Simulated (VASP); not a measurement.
# MgO (Amm2) in VASP: a series of runs, part 2 of 2

VASP 6.6.1.

### 4 Single point, PBE (atom 1 (Mg) moved by (+0.000, -0.300) A along x and y)

INCAR reads:

```
SYSTEM = MgO
ALGO = Normal
EDIFF = 1E-7
ENCUT = 520
GGA = PE
ISIF = 2
ISMEAR = 0
LASPH = .TRUE.
LCHARG = .FALSE.
LREAL = .FALSE.
LWAVE = .FALSE.
NBANDS = 11
NELM = 60
PREC = Accurate
SIGMA = 0.05
```

KPOINTS reads:

```
k-points
0
G
  9 9 8
  0 0 0
```

POSCAR reads:

```
MgO
1.0
    2.9380209034      0.0000000000      0.0000000000
   -1.4690104517      2.5444007392      0.0000000000
    0.0000000000      0.0000000000      2.6796800000
Mg O
1 1
Direct
   -0.0589529777     -0.1179059554      0.0000000000
    0.3333333333      0.6666666667      0.5000000000
```

Potentials or basis: VASP PAW PBE potentials, release 64 (Mg, O).

Command:

```
> cat potpaw_PBE.64/Mg/POTCAR potpaw_PBE.64/O/POTCAR > POTCAR
> mpirun -np 1 vasp_std > vasp.out
```

OUTCAR:

```text
SYSTEM = MgO
   EDIFF = 1E-7
   ENCUT = 520
   GGA = PE
   ISIF = 2
   ISMEAR = 0
   LASPH = .TRUE.
   LREAL = .FALSE.
   NELM = 60
   PREC = Accurate

 ion  position               nearest neighbor table
   1  0.941  0.882  0.000-   2 2.06   2 2.06   2 2.06   2 2.06   2 2.40   2 2.40
   2  0.333  0.667  0.500-   1 2.06   1 2.06   1 2.06   1 2.06   1 2.40   1 2.40

  LATTYP: Found a hexagonal cell.
 ALAT       =     2.9380209034
 C/A-ratio  =     0.9120697531

  Lattice vectors:

 A1 = (   2.9380209034,   0.0000000000,   0.0000000000)
 A2 = (  -1.4690104517,   2.5444007392,   0.0000000000)
 A3 = (   0.0000000000,   0.0000000000,   2.6796800000)

Analysis of symmetry for initial positions (statically):
=====================================================================
 Subroutine PRICEL returns:
 Original cell was already a primitive cell.

 Routine SETGRP: Setting up the symmetry group for a
 hexagonal supercell.

 Subroutine GETGRP returns: Found  4 space group operations
 (whereof  4 operations were pure point group operations)
 out of a pool of 24 trial point group operations.

The static configuration has the point symmetry C_2v.

Analysis of symmetry for dynamics (positions and initial velocities):
=====================================================================
 Subroutine PRICEL returns:
 Original cell was already a primitive cell.

 Routine SETGRP: Setting up the symmetry group for a
 hexagonal supercell.

 Subroutine GETGRP returns: Found  4 space group operations
 (whereof  4 operations were pure point group operations)
 out of a pool of 24 trial point group operations.

The dynamic configuration has the point symmetry C_2v.

 Subroutine INISYM returns: Found  4 space group operations
 (whereof  4 operations are pure point group operations),
 and found     1 'primitive' translations

----------------------------------------------------------------------------------------

                                     Primitive cell

  volume of cell :      20.0320

  direct lattice vectors                    reciprocal lattice vectors
     2.938020903  0.000000000  0.000000000     0.340365175  0.196509926  0.000000000
    -1.469010452  2.544400739  0.000000000     0.000000000  0.393019851  0.000000000
     0.000000000  0.000000000  2.679680000     0.000000000  0.000000000  0.373178887

  length of vectors
     2.938020903  2.938020903  2.679680000     0.393019851  0.393019851  0.373178887

  position of ions in fractional coordinates (direct lattice)
     0.941047022  0.882094045  0.000000000
     0.333333333  0.666666667  0.500000000

  ion indices of the primitive-cell ions
   primitive index   ion index
                 1           1
                 2           2

----------------------------------------------------------------------------------------

 KPOINTS: k-points

Automatic generation of k-mesh.
 Grid dimensions read from file:
 generate k-points for:    9    9    8

 Generating k-lattice:

  Cartesian coordinates                     Fractional coordinates (reciprocal lattice)
     0.037818353  0.021834436  0.000000000     0.111111111 -0.000000000  0.000000000
[... 21 lines left out ...]
  0.333333 -0.000000  0.000000      4.000000
[... 16 lines left out ...]
 -0.222222 -0.444444  0.000000      4.000000
  0.444444  0.333333  0.000000      4.000000
 [... further k-points ...]
   k-points           NKPTS =    125   k-points in BZ     NKDIM =    125   number of bands    NBANDS=     11
   number of dos      NEDOS =    301   number of ions     NIONS =      2
   total plane-waves  NPLWV =  11520
   dimension x,y,z NGX =    24 NGY =   24 NGZ =   20
   dimension x,y,z NGXF=    48 NGYF=   48 NGZF=   40
   ions per type =               1   1
   NGX,Y,Z   is equivalent  to a cutoff of  13.58, 13.58, 12.41 a.u.
   NGXF,Y,Z  is equivalent  to a cutoff of  27.16, 27.16, 24.82 a.u.
 SYSTEM =  MgO
   PREC   = accura    normal or accurate (medium, high low for compatibility)
   ISTART =      0    job   : 0-new  1-cont  2-samecut
   ICHARG =      2    charge: 1-file 2-atom 10-const
   ISPIN  =      1    spin polarized calculation?
   LNONCOLLINEAR =      F non collinear calculations
   LSORBIT =      F    spin-orbit coupling
   LASPH  =      T    aspherical Exc in radial PAW
   ENCUT  =  520.0 eV  38.22 Ry    6.18 a.u.   5.46  5.46  4.98*2*pi/ulx,y,z
   NELM   =     60;   NELMIN=  2; NELMDL= -5     # of ELM steps
   EDIFF  = 0.1E-06   stopping-criterion for ELM
   LREAL  =      F    real-space projection
   EDIFFG = 0.1E-05   stopping-criterion for IOM
   NSW    =      0    number of steps for IOM
   IBRION =     -1    ionic relax: 0-MD 1-quasi-New 2-CG
   NFREE  =      0    steps in history (QN), initial steepest desc. (CG)
   ISIF   =      2    stress and relaxation
   ISYM   =      2    0-nonsym 1-usesym 2-fastsym
   POTIM  = 0.5000    time-step for ionic-motion
   TEBEG  =    0.0;   TEEND  =   0.0 temperature during run
   PSTRESS=    0.0 pullay stress
   NELECT =       8.0000    total number of electrons
   NUPDOWN=      -1.0000    fix difference up-down
   EMIN   =  10.00;   EMAX   =-10.00  energy-range for DOS
   EFERMI =   0.00;   METHOD = LEGACY
   ISMEAR =     0;   SIGMA  =   0.05  broadening in eV -4-tet -1-fermi 0-gaus
   EFERMI_NEDOS =   21; number of points for ismear=-14 and -15
   IALGO  =     38    algorithm
   IMIX   =      4    mixing-type and parameters
     AMIX     =   0.40;   BMIX     =  1.00
     AMIX_MAG =   1.60;   BMIX_MAG =  1.00
  volume/ion in A,a.u.               =      10.02        67.59
  Fermi-wavevector in a.u.,A,eV,Ry     =   1.205583  2.278221 19.775115  1.453430
  Thomas-Fermi vector in A             =   2.341275
   LORBIT       =      0    0 simple, 1 ext, 2 COOP (PROOUT), +10 PAW based schemes
   GGA     = PE    functional components
   LHFCALC =     F    Hartree Fock is set to
   AEXX    =    0.0000 exact exchange contribution
   IVDW    =     0    specifies the selected vdW correction
   LEPSILON=     F    determine dielectric tensor
   LRPA    =     F    only Hartree local field effects (RPA)
 non-spin polarized calculation
 Gauss-broadening in eV      SIGMA  =   0.05
  energy-cutoff  :      520.00
  volume of cell :       20.03
 maximum number of plane-waves:       562
 NGX is ok and might be reduce to    24
   NGX = 11   NGY = 11   NGZ =  9

 number of electron       7.9999996 magnetization

 Free energy of the ion-electron system (eV)
  ---------------------------------------------------
  ext. energy  EPLUGINS =         0.00000000
  ---------------------------------------------------
  free energy    TOTEN  =       -11.12602806 eV

  energy without entropy =      -11.12602806  energy(sigma->0) =      -11.12602806

 E-fermi :   3.7655     XC(G=0): -10.7170

 val. band max:        3.5103076027   @ k =   0.0000   0.0000   0.5000
 cond. band min:       6.2071820098   @ k =   0.0000   0.0000   0.0000
 fundamental gap:      2.6968744071
 Fermi energy:         3.7654560431

 k-point     1 :       0.0000    0.0000    0.0000
  band No.  band energies     occupation
      1     -14.1667      2.00000
      2       2.5015      2.00000
      3       2.8321      2.00000
      4       2.9052      2.00000
      5       6.2072      0.00000
      6      15.1284      0.00000
      7      18.4128      0.00000
      8      19.4504      0.00000
      9      22.8123      0.00000
     10      24.1297      0.00000
     11      25.4983      0.00000
[... 309 lines left out ...]
 k-point    24 :       0.4444    0.3333    0.0000
  band No.  band energies     occupation
      1     -13.0539      2.00000
      2      -1.1096      2.00000
      3       0.7309      2.00000
      4       3.1506      2.00000
      5      11.1250      0.00000
      6      13.1933      0.00000
      7      16.5764      0.00000
      8      22.6763      0.00000
      9      22.8977      0.00000
     10      24.8877      0.00000
     11      25.0603      0.00000

 [... further k-points ...]

------------------------ aborting loop because EDIFF is reached ----------------------------------------

  FORCE on cell =-STRESS in cart. coord.  units (eV):
  Direction    XX          YY          ZZ          XY          YZ          ZX
  --------------------------------------------------------------------------------------
  -------------------------------------------------------------------------------------
  Total        0.2184882      0.4754355      0.5606708      0.0000000      0.0000000      0.0000000
  in kB       17.4749207     38.0258477     44.8430536      0.0000000      0.0000000      0.0000000
  external PRESSURE =      33.4479407 kB  Pullay stress =       0.0000000 kB

 VOLUME and BASIS-vectors are now :
 -----------------------------------------------------------------------------
  energy-cutoff  :      520.00
  volume of cell :       20.03
      direct lattice vectors                 reciprocal lattice vectors
     2.938020903  0.000000000  0.000000000     0.340365175  0.196509926  0.000000000
    -1.469010452  2.544400739  0.000000000     0.000000000  0.393019851  0.000000000
     0.000000000  0.000000000  2.679680000     0.000000000  0.000000000  0.373178887

 POSITION                                       TOTAL-FORCE (eV/Angst)
 -----------------------------------------------------------------------------------
      1.46901      2.24440      0.00000        -0.000000      0.550036      0.000000
     -0.00000      1.69627      1.33984         0.000000     -0.550036      0.000000
 -----------------------------------------------------------------------------------
    total drift:                                0.000000     -0.000045      0.000000

  FREE ENERGIE OF THE ION-ELECTRON SYSTEM (eV)
  ---------------------------------------------------
  free  energy   TOTEN  =       -11.1260280647 eV

  energy  without entropy=      -11.1260280647  energy(sigma->0) =      -11.12602806
```

Run time: 14 s. Hardware: 1 thread of Intel Xeon Platinum 8124M at 3.00GHz (Skylake/Cascade Lake), shared host; peak memory 0.15 GiB.

Results:

- Free energy: -11.1260 eV
- Pressure: 3.3 GPa
- Largest force: 0.550 eV/Å
- Band gap on the k mesh: 2.70 eV, indirect (least direct gap 3.30 eV)

Forces on the atoms (eV/Å):
```
Mg   0.000  0.550  0.000
O    0.000 -0.550  0.000
```

Stress tensor (GPa, compression positive):
```
1.75 0.00 0.00
0.00 3.80 0.00
0.00 0.00 4.48
```

Caveat: the cell differs from its parent crystal (atom 1 (Mg) moved by (+0.000, -0.300) A along x and y).
